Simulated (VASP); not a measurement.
# YbHRh3 (Pm-3m) in VASP: single point with PBE

Aim: the single point of YbHRh3 with PBE.

Program: VASP 6.6.1. These are calculated values, not measurements. Logs are shortened: lines on timing, memory, paths and dates and some standing lists are left out, and cuts for length are marked.

## 1. The cell of the first run

It takes space group Pm-3m (No. 221, cubic). Conventional cell: a = 4.930 Å, b = 4.930 Å, c = 4.930 Å, α = 90.00°, β = 90.00°, γ = 90.00°. Yb (site symmetry m-3m) has 6 Rh at 2.47 Å within 3.3 Å. Within 4.6 Å of H (site symmetry m-3m) lie 12 Rh at 3.49 Å and 8 Yb at 4.27 Å. Rh (site symmetry 4/mmm) has 2 Yb at 2.47 Å within 3.3 Å.

## 2. Single point, PBE, collinear spin, ferromagnetic start

File INCAR:

```
PREC = Accurate
ENCUT = 520
EDIFF = 1E-7
ISMEAR = 0
SIGMA = 0.1
LREAL = F
LASPH = T
NELM = 150
ALGO = Normal
ISIF = 2
LWAVE = F
LCHARG = F
ISPIN = 2
MAGMOM = 0.62 0.53 0.92 0.92 0.92
LORBIT = 11
LMAXMIX = 6
GGA = PE
NBANDS = 47
```

File KPOINTS:

```
Automatic mesh
0
Gamma
  8 8 8
```

File POSCAR:

```
YbHRh3
1.0
    4.9302035550      0.0000000000      0.0000000000
    0.0000000000      4.9302035550      0.0000000000
    0.0000000000      0.0000000000      4.9302035550
Yb H Rh
1 1 3
Direct
    0.0000000000      0.0000000000      0.0000000000
    0.5000000000      0.5000000000      0.5000000000
    0.5000000000      0.0000000000      0.0000000000
    0.0000000000      0.5000000000      0.0000000000
    0.0000000000      0.0000000000      0.5000000000
```

Potentials or basis: VASP PAW PBE potentials, release 64 (Yb, H, Rh_pv).

Command:

```bash
$ cat potpaw_PBE.64/Yb/POTCAR potpaw_PBE.64/H/POTCAR potpaw_PBE.64/Rh_pv/POTCAR > POTCAR
$ mpirun -np 1 vasp_std > vasp.out
```

OUTCAR:

```text
PREC = Accurate
   ENCUT = 520
   EDIFF = 1E-7
   ISMEAR = 0
   LREAL = F
   LASPH = T
   NELM = 150
   ISIF = 2
   ISPIN = 2
   LORBIT = 11
   GGA = PE

 ion  position               nearest neighbor table
   1  0.000  0.000  0.000-   3 2.47   4 2.47   5 2.47   5 2.47   4 2.47   3 2.47
   2  0.500  0.500  0.500-
   3  0.500  0.000  0.000-   1 2.47   1 2.47
   4  0.000  0.500  0.000-   1 2.47   1 2.47
   5  0.000  0.000  0.500-   1 2.47   1 2.47

  LATTYP: Found a simple cubic cell.
 ALAT       =     4.9302035550

  Lattice vectors:

 A1 = (   4.9302035550,   0.0000000000,   0.0000000000)
 A2 = (   0.0000000000,   4.9302035550,   0.0000000000)
 A3 = (   0.0000000000,   0.0000000000,   4.9302035550)

Analysis of symmetry for initial positions (statically):
=====================================================================
 Subroutine PRICEL returns:
 Original cell was already a primitive cell.

 Routine SETGRP: Setting up the symmetry group for a
 simple cubic supercell.

 Subroutine GETGRP returns: Found 48 space group operations
 (whereof 48 operations were pure point group operations)
 out of a pool of 48 trial point group operations.

The static configuration has the point symmetry O_h .

Analysis of symmetry for dynamics (positions and initial velocities):
=====================================================================
 Subroutine PRICEL returns:
 Original cell was already a primitive cell.

 Routine SETGRP: Setting up the symmetry group for a
 simple cubic supercell.

 Subroutine GETGRP returns: Found 48 space group operations
 (whereof 48 operations were pure point group operations)
 out of a pool of 48 trial point group operations.

The dynamic configuration has the point symmetry O_h .

Analysis of structural, dynamic, and magnetic symmetry:
=====================================================================
 Subroutine PRICEL returns:
 Original cell was already a primitive cell.

 Routine SETGRP: Setting up the symmetry group for a
 simple cubic supercell.

 Subroutine GETGRP returns: Found 48 space group operations
 (whereof 48 operations were pure point group operations)
[... 135 lines left out ...]
   AEXX    =    0.0000 exact exchange contribution
   IVDW    =     0    specifies the selected vdW correction
   LEPSILON=     F    determine dielectric tensor
   LRPA    =     F    only Hartree local field effects (RPA)
 spin polarized calculation
 Gauss-broadening in eV      SIGMA  =   0.10
  energy-cutoff  :      520.00
  volume of cell :      119.84
 maximum number of plane-waves:      3248
 NGX is ok and might be reduce to    40
   NGX = 19   NGY = 19   NGZ = 19

 number of electron      69.9999990 magnetization       3.7757584

 Free energy of the ion-electron system (eV)
  ---------------------------------------------------
  ext. energy  EPLUGINS =         0.00000000
  ---------------------------------------------------
  free energy    TOTEN  =       -18.72292451 eV

  energy without entropy =      -18.64918511  energy(sigma->0) =      -18.68605481

 E-fermi :   1.8927     XC(G=0):  -9.5156

 val. band max:        1.8915738534   @ k =   0.5000   0.2500   0.2500
 cond. band min:       1.8949116978   @ k =   0.1250   0.0000   0.0000
 fundamental gap:      0.0033378444
 Fermi energy:         1.8927031075

 spin component 1

 k-point     1 :       0.0000    0.0000    0.0000
  band No.  band energies     occupation
      1     -49.3418      1.00000
      2     -43.8576      1.00000
      3     -43.8576      1.00000
      4     -43.8576      1.00000
      5     -43.5726      1.00000
      6     -43.5726      1.00000
[... 1189 lines left out ...]
     46       9.6264      0.00000
     47      10.2201      0.00000

 [... further k-points ...]

 spin component 2

 k-point     1 :       0.0000    0.0000    0.0000
  band No.  band energies     occupation
      1     -49.1251      1.00000
      2     -43.2807      1.00000
      3     -43.2807      1.00000
      4     -43.2807      1.00000
      5     -42.8038      1.00000
      6     -42.8038      1.00000
[... 1189 lines left out ...]
     46       9.7341      0.00000
     47      10.4144      0.00000

 [... further k-points ...]

------------------------ aborting loop because EDIFF is reached ----------------------------------------

  FORCE on cell =-STRESS in cart. coord.  units (eV):
  Direction    XX          YY          ZZ          XY          YZ          ZX
  --------------------------------------------------------------------------------------
  -------------------------------------------------------------------------------------
  Total        0.3723977      0.3723977      0.3723977     -0.0000000      0.0000000     -0.0000000
  in kB        4.9787811      4.9787811      4.9787811     -0.0000000      0.0000000     -0.0000000
  external PRESSURE =       4.9787811 kB  Pullay stress =       0.0000000 kB

 VOLUME and BASIS-vectors are now :
 -----------------------------------------------------------------------------
  energy-cutoff  :      520.00
  volume of cell :      119.84
      direct lattice vectors                 reciprocal lattice vectors
     4.930203555  0.000000000  0.000000000     0.202831382  0.000000000  0.000000000
     0.000000000  4.930203555  0.000000000     0.000000000  0.202831382  0.000000000
     0.000000000  0.000000000  4.930203555     0.000000000  0.000000000  0.202831382

 POSITION                                       TOTAL-FORCE (eV/Angst)
 -----------------------------------------------------------------------------------
      0.00000      0.00000      0.00000         0.000000      0.000000      0.000000
      2.46510      2.46510      2.46510         0.000000      0.000000      0.000000
      2.46510      0.00000      0.00000         0.000000      0.000000      0.000000
      0.00000      2.46510      0.00000         0.000000      0.000000      0.000000
      0.00000      0.00000      2.46510         0.000000      0.000000      0.000000
 -----------------------------------------------------------------------------------
    total drift:                               -0.000000      0.000000     -0.000000

  FREE ENERGIE OF THE ION-ELECTRON SYSTEM (eV)
  ---------------------------------------------------
  free  energy   TOTEN  =       -18.7229245136 eV

  energy  without entropy=      -18.6491851062  energy(sigma->0) =      -18.68605481

 total charge

# of ion       s       p       d       f       tot
--------------------------------------------------
    1        2.311   6.118   1.026  13.410  22.864
    2        0.352   0.001   0.000   0.000   0.353
    3        0.254   6.055   7.389   0.000  13.698
    4        0.254   6.055   7.389   0.000  13.698
    5        0.254   6.055   7.389   0.000  13.698
--------------------------------------------------
tot          3.424  24.285  23.191  13.410  64.310

 magnetization (x)

# of ion       s       p       d       f       tot
--------------------------------------------------
    1        0.005  -0.012  -0.077   0.579   0.495
    2        0.212   0.000   0.000   0.000   0.212
    3        0.003  -0.002   0.931   0.000   0.931
    4        0.003  -0.002   0.931   0.000   0.931
    5        0.003  -0.002   0.931   0.000   0.931
--------------------------------------------------
tot          0.226  -0.019   2.715   0.579   3.501
```

It took 20 min on 1 thread of Intel Xeon Platinum 8259CL at 2.50GHz (Skylake/Cascade Lake), shared host; peak memory 0.5 GiB.

Results:

```yaml
Free_energy: -18.7229 eV
Pressure: 0.5 GPa
Net_moment: 3.78 μB per cell
Site_moments: Yb +0.49; H +0.21; Rh +0.93 μB
Valence_electrons_inside_the_program's_atomic_spheres: Yb 22.86; H 0.35; Rh 13.70
```

Levels at points of the mesh, in eV from the Fermi level:
Spin up:
| k point | band 35 | band 36 | band 37 | band 38 | band 39 | band 40 |
| --- | --- | --- | --- | --- | --- | --- |
| (0.00, 0.00, 0.00) | -0.54 | -0.30 | 0.26 | 2.99 | 2.99 | 3.50 |
| (0.50, 0.00, 0.00) | -0.67 | -0.54 | -0.27 | 1.32 | 2.98 | 4.36 |
| (0.50, 0.50, 0.00) | -0.40 | -0.40 | -0.29 | 1.34 | 1.34 | 2.07 |
| (0.50, 0.50, 0.50) | -0.30 | -0.27 | 1.01 | 1.01 | 1.01 | 1.24 |
Spin down:
| k point | band 30 | band 31 | band 32 | band 33 | band 34 | band 35 | band 36 | band 37 | band 38 | band 39 |
| --- | --- | --- | --- | --- | --- | --- | --- | --- | --- | --- |
| (0.00, 0.00, 0.00) | -0.13 | -0.13 | -0.13 | 0.05 | 0.05 | 0.05 | 0.46 | 2.14 | 3.39 | 3.39 |
| (0.50, 0.00, 0.00) | -0.17 | -0.17 | -0.15 | -0.15 | -0.13 | 0.01 | 0.05 | 0.33 | 2.62 | 3.36 |
| (0.50, 0.50, 0.00) | -0.27 | -0.27 | -0.06 | 0.11 | 0.13 | 0.17 | 0.17 | 0.65 | 1.67 | 1.67 |
| (0.50, 0.50, 0.50) | 0.24 | 0.24 | 0.24 | 0.34 | 0.34 | 0.34 | 1.02 | 1.02 | 1.02 | 1.22 |

Caveat: spin-orbit coupling is left out, which moves the levels of the heavy elements; without U or exact exchange the open f shell lies at the Fermi level, which spoils levels, moments and volumes. The state reached can hang on the start; a lower one may exist.
